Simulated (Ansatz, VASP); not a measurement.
# Two plane-wave programs on Ti2InC6

File INCAR:

```
SYSTEM = Ti2InC6
PREC = Accurate ; ENCUT = 520
EDIFF = 1E-6 ; ISMEAR = 0
SIGMA = 0.1 ; LREAL = .FALSE.
LASPH = .TRUE. ; NELM = 60
ALGO = Normal ; ISIF = 2
LWAVE = .FALSE. ; LCHARG = .FALSE.
GGA = PE ; NBANDS = 40
```

Contents of KPOINTS:

```
Automatic mesh
0
G
  4 4 4
  0 0 0
```

Contents of POSCAR:

```
Ti2InC6
1.0
    0.0000000000      3.9088860500      3.9088860500
    3.9088860500      0.0000000000      3.9088860500
    3.9088860500      3.9088860500      0.0000000000
Ti In C
2 1 6
Direct
    0.2500000000      0.2500000000      0.2500000000
    0.7500000000      0.7500000000      0.7500000000
    0.0000000000      0.0000000000      0.0000000000
    0.7638577800      0.2361422200      0.2361422200
    0.2361422200      0.7638577800      0.7638577800
    0.2361422200      0.7638577800      0.2361422200
    0.7638577800      0.2361422200      0.7638577800
    0.2361422200      0.2361422200      0.7638577800
    0.7638577800      0.7638577800      0.2361422200
```

Input for Ansatz:

```yaml
crystal:
  lattice:
    - [0.0, 3.90888605, 3.90888605]
    - [3.90888605, 0.0, 3.90888605]
    - [3.90888605, 3.90888605, 0.0]
  atoms:
    - { symbol: Ti, position: [0.25, 0.25, 0.25] }
    - { symbol: Ti, position: [0.75, 0.75, 0.75] }
    - { symbol: In, position: [0.0, 0.0, 0.0] }
    - { symbol: C, position: [0.76385778, 0.23614222, 0.23614222] }
    - { symbol: C, position: [0.23614222, 0.76385778, 0.76385778] }
    - { symbol: C, position: [0.23614222, 0.76385778, 0.23614222] }
    - { symbol: C, position: [0.76385778, 0.23614222, 0.76385778] }
    - { symbol: C, position: [0.23614222, 0.23614222, 0.76385778] }
    - { symbol: C, position: [0.76385778, 0.76385778, 0.23614222] }
basis:
  ecutwfc: 420
kpoints:
  mp_grid: { grid: [4, 4, 4] }
hamiltonian:
  xc: pbe
scf:
  occupations: { method: gaussian, width: 0.1 }
  lower_state_search: "off"
output:
  forces: true
  stress: true
  eigenvalues: true
```

Change from the starting cell: species swapped into the Rb2TcCl6 type (Fm-3m, No. 225).

Alike in both runs: task single point; functional PBE; k mesh 4 × 4 × 4; occupations gaussian, width 0.1 eV; no spin polarisation.

|  | VASP | Ansatz |
| --- | --- | --- |
| version | VASP 6.6.1 | Ansatz 0.2.0 |
| potentials or method | VASP PAW PBE potentials, release 64 (Ti_sv, In_d, C), cutoff 520 eV | scalar-relativistic, plane waves, PAW |
| valence electrons in the cell | 61 | 61 |

```csv
,VASP,Ansatz,Ansatz less VASP
gap on the k mesh at the Fermi level (eV),none,none,-
pressure (GPa),14.4,14.7,+0.22
rms of the force components (eV/Å),3.885,3.914,+0.0289
```

Atom by atom the forces differ by 0.029 eV/Å (rms over components). A gap of «none» marks a metal or a gap that the smearing closes. The functional is the same, so the differences come from potentials, cutoffs and numerics.
